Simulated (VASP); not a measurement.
# C (P6_3/mmc) in VASP: further runs, part 2 of 2

VASP 6.6.1. Earlier steps stand in the parts before.

### Step 3. Single point, PBE (volume changed by -3%)

INCAR reads:

```
PREC = Accurate ; ENCUT = 520
EDIFF = 1E-6 ; ISMEAR = 0
SIGMA = 0.01 ; LREAL = F
LASPH = T ; NELM = 100
ALGO = Normal ; ISIF = 2
LWAVE = F ; LCHARG = F
GGA = PE ; NBANDS = 16
```

KPOINTS reads:

```
regular mesh
0
Gamma
  9 9 6
```

POSCAR reads:

```
C
1.0
    2.4861613970      0.0000000000      0.0000000000
   -1.2430806985      2.1530789277      0.0000000000
    0.0000000000      0.0000000000      4.1381967281
C
4
Direct
    0.3333333333      0.6666666667      0.0002342823
    0.6666666667      0.3333333333      0.5002342823
    0.3333333333      0.6666666667      0.3747657177
    0.6666666667      0.3333333333      0.8747657177
```

Potentials or basis: VASP PAW PBE potentials, release 64 (C).

On the command line:

```console
$ cat potpaw_PBE.64/C/POTCAR > POTCAR
$ mpirun -np 1 vasp_std > vasp.out
```

OUTCAR:

```text
PREC = Accurate
   ENCUT = 520
   EDIFF = 1E-6
   ISMEAR = 0
   LREAL = F
   LASPH = T
   NELM = 100
   ISIF = 2
   GGA = PE

 ion  position               nearest neighbor table
   1  0.333  0.667  0.000-   4 1.53   4 1.53   4 1.53   3 1.55
   2  0.667  0.333  0.500-   3 1.53   3 1.53   3 1.53   4 1.55
   3  0.333  0.667  0.375-   2 1.53   2 1.53   2 1.53   1 1.55
   4  0.667  0.333  0.875-   1 1.53   1 1.53   1 1.53   2 1.55

  LATTYP: Found a hexagonal cell.
 ALAT       =     2.4861613970
 C/A-ratio  =     1.6644923910

  Lattice vectors:

 A1 = (   2.4861613970,   0.0000000000,   0.0000000000)
 A2 = (  -1.2430806985,   2.1530789277,   0.0000000000)
 A3 = (   0.0000000000,   0.0000000000,   4.1381967281)

Analysis of symmetry for initial positions (statically):
=====================================================================
 Subroutine PRICEL returns:
 Original cell was already a primitive cell.

 Routine SETGRP: Setting up the symmetry group for a
 hexagonal supercell.

 Subroutine GETGRP returns: Found 24 space group operations
 (whereof  6 operations were pure point group operations)
 out of a pool of 24 trial point group operations.

The static configuration has the point symmetry C_3v.
 The point group associated with its full space group is D_6h.

Analysis of symmetry for dynamics (positions and initial velocities):
=====================================================================
 Subroutine PRICEL returns:
 Original cell was already a primitive cell.

 Routine SETGRP: Setting up the symmetry group for a
 hexagonal supercell.

 Subroutine GETGRP returns: Found 24 space group operations
 (whereof  6 operations were pure point group operations)
 out of a pool of 24 trial point group operations.

The dynamic configuration has the point symmetry C_3v.
 The point group associated with its full space group is D_6h.

 Subroutine INISYM returns: Found 24 space group operations
 (whereof  6 operations are pure point group operations),
 and found     1 'primitive' translations

----------------------------------------------------------------------------------------

                                     Primitive cell

  volume of cell :      22.1514

  direct lattice vectors                    reciprocal lattice vectors
     2.486161397  0.000000000  0.000000000     0.402226501  0.232225579  0.000000000
    -1.243080699  2.153078928  0.000000000     0.000000000  0.464451157  0.000000000
     0.000000000  0.000000000  4.138196728     0.000000000  0.000000000  0.241651150

  length of vectors
     2.486161397  2.486161397  4.138196728     0.464451157  0.464451157  0.241651150

  position of ions in fractional coordinates (direct lattice)
     0.333333333  0.666666667  0.000234282
     0.666666667  0.333333333  0.500234282
     0.333333333  0.666666667  0.374765718
     0.666666667  0.333333333  0.874765718

  ion indices of the primitive-cell ions
   primitive index   ion index
                 1           1
                 2           2
                 3           3
                 4           4

[... 25 lines left out ...]

 Following reciprocal coordinates:
            Coordinates               Weight
  0.000000  0.000000  0.000000      1.000000
  0.111111 -0.000000  0.000000      6.000000
  0.222222  0.000000  0.000000      6.000000
  0.333333 -0.000000  0.000000      6.000000
  0.444444  0.000000  0.000000      6.000000
  0.111111  0.111111  0.000000      6.000000
[... 16 lines left out ...]
  0.333333  0.222222  0.166667     24.000000
  0.333333  0.333333  0.166667      4.000000
 [... further k-points ...]
   k-points           NKPTS =     48   k-points in BZ     NKDIM =     48   number of bands    NBANDS=     16
   number of dos      NEDOS =    301   number of ions     NIONS =      4
   total plane-waves  NPLWV =  10368
   dimension x,y,z NGX =    18 NGY =   18 NGZ =   32
   dimension x,y,z NGXF=    36 NGYF=   36 NGZF=   64
   ions per type =               4
   NGX,Y,Z   is equivalent  to a cutoff of  12.04, 12.04, 12.86 a.u.
   NGXF,Y,Z  is equivalent  to a cutoff of  24.07, 24.07, 25.71 a.u.
 SYSTEM =  unknown system
   PREC   = accura    normal or accurate (medium, high low for compatibility)
   ISTART =      0    job   : 0-new  1-cont  2-samecut
   ICHARG =      2    charge: 1-file 2-atom 10-const
   ISPIN  =      1    spin polarized calculation?
   LNONCOLLINEAR =      F non collinear calculations
   LSORBIT =      F    spin-orbit coupling
   LASPH  =      T    aspherical Exc in radial PAW
   ENCUT  =  520.0 eV  38.22 Ry    6.18 a.u.   4.62  4.62  7.69*2*pi/ulx,y,z
   NELM   =    100;   NELMIN=  2; NELMDL= -5     # of ELM steps
   EDIFF  = 0.1E-05   stopping-criterion for ELM
   LREAL  =      F    real-space projection
   EDIFFG = 0.1E-04   stopping-criterion for IOM
   NSW    =      0    number of steps for IOM
   IBRION =     -1    ionic relax: 0-MD 1-quasi-New 2-CG
   NFREE  =      0    steps in history (QN), initial steepest desc. (CG)
   ISIF   =      2    stress and relaxation
   ISYM   =      2    0-nonsym 1-usesym 2-fastsym
   POTIM  = 0.5000    time-step for ionic-motion
   TEBEG  =    0.0;   TEEND  =   0.0 temperature during run
   PSTRESS=    0.0 pullay stress
   NELECT =      16.0000    total number of electrons
   NUPDOWN=      -1.0000    fix difference up-down
   EMIN   =  10.00;   EMAX   =-10.00  energy-range for DOS
   EFERMI =   0.00;   METHOD = LEGACY
   ISMEAR =     0;   SIGMA  =   0.01  broadening in eV -4-tet -1-fermi 0-gaus
   EFERMI_NEDOS =   21; number of points for ismear=-14 and -15
   IALGO  =     38    algorithm
   IMIX   =      4    mixing-type and parameters
     AMIX     =   0.40;   BMIX     =  1.00
     AMIX_MAG =   1.60;   BMIX_MAG =  1.00
  volume/ion in A,a.u.               =       5.54        37.37
  Fermi-wavevector in a.u.,A,eV,Ry     =   1.468863  2.775749 29.355375  2.157559
  Thomas-Fermi vector in A             =   2.584310
   LORBIT       =      0    0 simple, 1 ext, 2 COOP (PROOUT), +10 PAW based schemes
   GGA     = PE    functional components
   LHFCALC =     F    Hartree Fock is set to
   AEXX    =    0.0000 exact exchange contribution
   IVDW    =     0    specifies the selected vdW correction
   LEPSILON=     F    determine dielectric tensor
   LRPA    =     F    only Hartree local field effects (RPA)
 non-spin polarized calculation
 Gauss-broadening in eV      SIGMA  =   0.01
  energy-cutoff  :      520.00
  volume of cell :       22.15
 maximum number of plane-waves:       610
   NGX =  9   NGY =  9   NGZ = 15

 number of electron      15.9999993 magnetization

 Free energy of the ion-electron system (eV)
  ---------------------------------------------------
  ext. energy  EPLUGINS =         0.00000000
  ---------------------------------------------------
  free energy    TOTEN  =       -36.23957644 eV

  energy without entropy =      -36.23957644  energy(sigma->0) =      -36.23957644

 E-fermi :  10.4599     XC(G=0): -13.3659

 val. band max:       10.3774939438   @ k =   0.0000   0.0000   0.0000
 cond. band min:      13.6155899290   @ k =   0.3333   0.3333   0.0000
 fundamental gap:      3.2380959852
 Fermi energy:        10.4599238027

 k-point     1 :       0.0000    0.0000    0.0000
  band No.  band energies     occupation
      1     -11.7451      2.00000
      2      -6.0361      2.00000
      3      -3.5896      2.00000
      4       7.2216      2.00000
      5       7.2216      2.00000
      6       9.8828      2.00000
[... 433 lines left out ...]
      3      -0.8215      2.00000
      4      -0.2910      2.00000
      5      -0.2910      2.00000
      6       2.7235      2.00000
[... 8 lines left out ...]
     15      26.2510      0.00000
     16      26.2510      0.00000

 [... further k-points ...]

------------------------ aborting loop because EDIFF is reached ----------------------------------------

  FORCE on cell =-STRESS in cart. coord.  units (eV):
  Direction    XX          YY          ZZ          XY          YZ          ZX
  --------------------------------------------------------------------------------------
  -------------------------------------------------------------------------------------
  Total        2.0371100      2.0371100      2.0455962      0.0000000      0.0000000      0.0000000
  in kB      147.3413559    147.3413559    147.9551480      0.0000000      0.0000000      0.0000000
  external PRESSURE =     147.5459533 kB  Pullay stress =       0.0000000 kB

 VOLUME and BASIS-vectors are now :
 -----------------------------------------------------------------------------
  energy-cutoff  :      520.00
  volume of cell :       22.15
      direct lattice vectors                 reciprocal lattice vectors
     2.486161397  0.000000000  0.000000000     0.402226501  0.232225579  0.000000000
    -1.243080699  2.153078928  0.000000000     0.000000000  0.464451157  0.000000000
     0.000000000  0.000000000  4.138196728     0.000000000  0.000000000  0.241651150

 POSITION                                       TOTAL-FORCE (eV/Angst)
 -----------------------------------------------------------------------------------
     -0.00000      1.43539      0.00097        -0.000000     -0.000000      0.039677
      1.24308      0.71769      2.07007         0.000000     -0.000000      0.039677
     -0.00000      1.43539      1.55085        -0.000000     -0.000000     -0.039677
      1.24308      0.71769      3.61995         0.000000      0.000000     -0.039677
 -----------------------------------------------------------------------------------
    total drift:                               -0.000000      0.000000      0.000000

  FREE ENERGIE OF THE ION-ELECTRON SYSTEM (eV)
  ---------------------------------------------------
  free  energy   TOTEN  =       -36.2395764392 eV

  energy  without entropy=      -36.2395764392  energy(sigma->0) =      -36.23957644
```

stdout:

```text
POSCAR found type information on POSCAR C
 POSCAR found :  1 types and       4 ions
 scaLAPACK will be used
 LDA part: xc-table for (Slater+PW92), standard interpolation
 POSCAR, INCAR and KPOINTS ok, starting setup
 FFT: planning ... GRIDC
 FFT: planning ... GRID_SOFT
 FFT: planning ... GRID
 WAVECAR not read
 entering main loop
```

Wall time 6.9 s (1 thread of AMD EPYC 9R14 (Zen 4), shared host); peak memory 0.1 GiB.

What came out:

```
Free energy            : -36.2396 eV
Pressure               : 14.8 GPa
Largest force          : 0.040 eV/Å
Band gap on the k mesh : 3.24 eV, indirect (least direct gap 5.01 eV)
```

Forces in eV/Å, atoms in the order of the input:
```
C    0.000  0.000  0.040
C    0.000  0.000  0.040
C    0.000  0.000 -0.040
C    0.000  0.000 -0.040
```

Levels at points of the mesh, in eV from the valence-band top:
| k point | band 6 | band 7 | band 8 | band 9 | band 10 | band 11 |
| --- | --- | --- | --- | --- | --- | --- |
| (0.00, 0.00, 0.00) | -0.49 | 0.00 | 0.00 | 5.01 | 5.01 | 5.41 |
| (0.00, 0.00, 0.50) | -1.89 | -1.89 | -1.89 | 7.34 | 7.34 | 7.34 |

Caveat: the cell differs from its parent crystal (volume changed by -3%). A k mesh can miss the band edges.

### Step 4. Single point, PBE

This run uses another cell than the first one, of 5.71 Å³/atom, 1.064 times its volume.

INCAR reads:

```
PREC = Accurate ; ENCUT = 520
EDIFF = 1E-7 ; ISMEAR = 0
SIGMA = 0.01 ; LREAL = False
LASPH = True ; NELM = 60
ALGO = Normal ; ISIF = 2
LWAVE = False ; LCHARG = False
GGA = PE ; NBANDS = 16
```

KPOINTS is that of step 3.

POSCAR reads:

```
C
1.0
    2.5115321431      0.0000000000      0.0000000000
   -1.2557660716      2.1750506383      0.0000000000
    0.0000000000      0.0000000000      4.1804261420
C
4
Direct
    0.3333333333      0.6666666667      0.0002342823
    0.6666666667      0.3333333333      0.5002342823
    0.3333333333      0.6666666667      0.3747657177
    0.6666666667      0.3333333333      0.8747657177
```

On the command line:

```console
$ cat potpaw_PBE.64/C/POTCAR > POTCAR
$ mpirun -np 1 vasp_std > vasp.out
```

Wall time 7.9 s (1 thread of AMD EPYC 9R14 (Zen 4), shared host); peak memory 0.1 GiB.

Results (log left out):

```yaml
Free_energy: -36.2728 eV
Pressure: 0.7 GPa
Band_gap_on_the_k_mesh: 3.34 eV, indirect (least direct gap 4.96 eV)
```

Forces in eV/Å, atoms in the order of the input:
```
C    0.000  0.000  0.003
C    0.000  0.000  0.003
C    0.000  0.000 -0.003
C    0.000  0.000 -0.003
```

Stress tensor (GPa, compression positive):
```
0.71 0.00 0.00
0.00 0.71 0.00
0.00 0.00 0.54
```

Levels at points of the mesh, in eV from the valence-band top:
```tsv
k point	band 5	band 6	band 7	band 8	band 9	band 10	band 11	band 12
(0.00, 0.00, 0.00)	-3.06	-0.47	0.00	0.00	4.96	4.96	5.33	8.05
(0.00, 0.00, 0.50)	-1.83	-1.83	-1.83	-1.83	7.23	7.23	7.23	7.23
```

### Step 5. Single point, PBE (volume changed by +3%)

INCAR reads:

```
PREC = Accurate
ENCUT = 520
EDIFF = 1E-6
ISMEAR = 0
SIGMA = 0.01
LREAL = F
LASPH = T
NELM = 60
ALGO = Normal
ISIF = 2
LWAVE = F
LCHARG = F
GGA = PE
NBANDS = 16
```

KPOINTS is that of step 4.

POSCAR reads:

```
C
1.0
    2.5364004153      0.0000000000      0.0000000000
   -1.2682002076      2.1965871938      0.0000000000
    0.0000000000      0.0000000000      4.2218191918
C
4
Direct
    0.3333333333      0.6666666667      0.0002342823
    0.6666666667      0.3333333333      0.5002342823
    0.3333333333      0.6666666667      0.3747657177
    0.6666666667      0.3333333333      0.8747657177
```

Potentials or basis: VASP PAW PBE potentials, release 64 (C).

On the command line:

```console
$ cat potpaw_PBE.64/C/POTCAR > POTCAR
$ mpirun -np 1 vasp_std > vasp.out
```

OUTCAR:

```text
PREC = Accurate
   ENCUT = 520
   EDIFF = 1E-6
   ISMEAR = 0
   LREAL = F
   LASPH = T
   NELM = 60
   ISIF = 2
   GGA = PE

 ion  position               nearest neighbor table
   1  0.333  0.667  0.000-   4 1.56   4 1.56   4 1.56   3 1.58
   2  0.667  0.333  0.500-   3 1.56   3 1.56   3 1.56   4 1.58
   3  0.333  0.667  0.375-   2 1.56   2 1.56   2 1.56   1 1.58
   4  0.667  0.333  0.875-   1 1.56   1 1.56   1 1.56   2 1.58

  LATTYP: Found a hexagonal cell.
 ALAT       =     2.5364004153
[... 655 lines left out ...]

  FORCE on cell =-STRESS in cart. coord.  units (eV):
  Direction    XX          YY          ZZ          XY          YZ          ZX
  --------------------------------------------------------------------------------------
  -------------------------------------------------------------------------------------
  Total       -1.6856617     -1.6856617     -1.7384765     -0.0000000     -0.0000000      0.0000000
  in kB     -114.8193587   -114.8193587   -118.4168507     -0.0000000     -0.0000000      0.0000000
  external PRESSURE =    -116.0185227 kB  Pullay stress =       0.0000000 kB

 VOLUME and BASIS-vectors are now :
 -----------------------------------------------------------------------------
  energy-cutoff  :      520.00
  volume of cell :       23.52
      direct lattice vectors                 reciprocal lattice vectors
     2.536400415  0.000000000  0.000000000     0.394259516  0.227625838  0.000000000
    -1.268200208  2.196587194  0.000000000     0.000000000  0.455251675  0.000000000
     0.000000000  0.000000000  4.221819192     0.000000000  0.000000000  0.236864715

 POSITION                                       TOTAL-FORCE (eV/Angst)
 -----------------------------------------------------------------------------------
     -0.00000      1.46439      0.00099        -0.000000      0.000000     -0.031032
      1.26820      0.73220      2.11190        -0.000000      0.000000     -0.031032
     -0.00000      1.46439      1.58219         0.000000      0.000000      0.031032
      1.26820      0.73220      3.69310         0.000000      0.000000      0.031032
 -----------------------------------------------------------------------------------
    total drift:                               -0.000000      0.000000      0.000000

  FREE ENERGIE OF THE ION-ELECTRON SYSTEM (eV)
  ---------------------------------------------------
  free  energy   TOTEN  =       -36.2497503659 eV

  energy  without entropy=      -36.2497503659  energy(sigma->0) =      -36.24975037
```

OSZICAR:

```text
N       E                     dE             d eps       ncg     rms          rms(c)
DAV:   1     0.206272960290E+02    0.20627E+02   -0.81823E+03  1536   0.967E+02
DAV:   2    -0.355716642732E+02   -0.56199E+02   -0.52100E+02  2128   0.189E+02
DAV:   3    -0.373960353650E+02   -0.18244E+01   -0.18179E+01  1976   0.287E+01
DAV:   4    -0.374028281333E+02   -0.67928E-02   -0.67923E-02  1824   0.218E+00
DAV:   5    -0.374028609716E+02   -0.32838E-04   -0.32837E-04  1992   0.135E-01    0.749E+00
DAV:   6    -0.365395158201E+02    0.86335E+00   -0.53594E-01  1752   0.456E+00    0.447E+00
DAV:   7    -0.362470502426E+02    0.29247E+00   -0.62595E-01  1920   0.511E+00    0.965E-01
DAV:   8    -0.362496123218E+02   -0.25621E-02   -0.12495E-02  1736   0.731E-01    0.594E-02
DAV:   9    -0.362497113294E+02   -0.99008E-04   -0.17625E-04  2024   0.990E-02    0.298E-02
DAV:  10    -0.362497505066E+02   -0.39177E-04   -0.34384E-05  1752   0.471E-02    0.854E-03
DAV:  11    -0.362497503659E+02    0.14075E-06   -0.50330E-07  1624   0.580E-03
   1 F= -.36249750E+02 E0= -.36249750E+02  d E =-.253076E-80
```

stdout:

```text
POSCAR found type information on POSCAR C
 POSCAR found :  1 types and       4 ions
 scaLAPACK will be used
 LDA part: xc-table for (Slater+PW92), standard interpolation
 POSCAR, INCAR and KPOINTS ok, starting setup
 FFT: planning ... GRIDC
 FFT: planning ... GRID_SOFT
 FFT: planning ... GRID
 WAVECAR not read
 entering main loop
```

Run time: 8 s. Hardware: 1 thread of AMD EPYC 9R14 (Zen 4), shared host; peak memory 0.1 GiB.

What came out:

```yaml
Free_energy: -36.2498 eV
Pressure: -11.6 GPa
Largest_force: 0.031 eV/Å
Band_gap_on_the_k_mesh: 3.44 eV, indirect (least direct gap 4.91 eV)
```

Forces on the atoms (eV/Å):
```
C    0.000  0.000 -0.031
C    0.000  0.000 -0.031
C    0.000  0.000  0.031
C    0.000  0.000  0.031
```

Levels at points of the mesh, in eV from the valence-band top:
```tsv
k point	band 5	band 6	band 7	band 8	band 9	band 10	band 11	band 12
(0.00, 0.00, 0.00)	-2.97	-0.45	0.00	0.00	4.91	4.91	5.25	7.70
(0.00, 0.00, 0.50)	-1.78	-1.78	-1.78	-1.78	7.12	7.12	7.12	7.12
```

Caveat: the cell differs from its parent crystal (volume changed by +3%). A k mesh can miss the band edges.

### Step 6. The runs side by side

| cell | gap on the mesh (eV) | pressure (GPa) | largest force (eV/Å) |
| --- | --- | --- | --- |
| a = 2.460, b = 2.460, c = 4.095 Å, angles 90.0, 90.0, 120.0°, 4 atoms | 3.12 | 31.0 | 0.08 |
| a = 2.486, b = 2.486, c = 4.138 Å, angles 90.0, 90.0, 120.0°, 4 atoms | 3.24 | 14.8 | 0.04 |
| a = 2.512, b = 2.512, c = 4.180 Å, angles 90.0, 90.0, 120.0°, 4 atoms | 3.34 | 0.7 | - |
| a = 2.536, b = 2.536, c = 4.222 Å, angles 90.0, 90.0, 120.0°, 4 atoms | 3.44 | -11.6 | 0.03 |

Alike in all rows: task single point; level PBE; potentials or basis VASP PAW PBE potentials, release 64 (C); no spin polarisation; k mesh 9 × 9 × 6; cutoff (eV) 520; smearing gaussian 0.01 eV.

Total energies depend on the potentials used, so only differences within one code and one set of settings carry meaning.
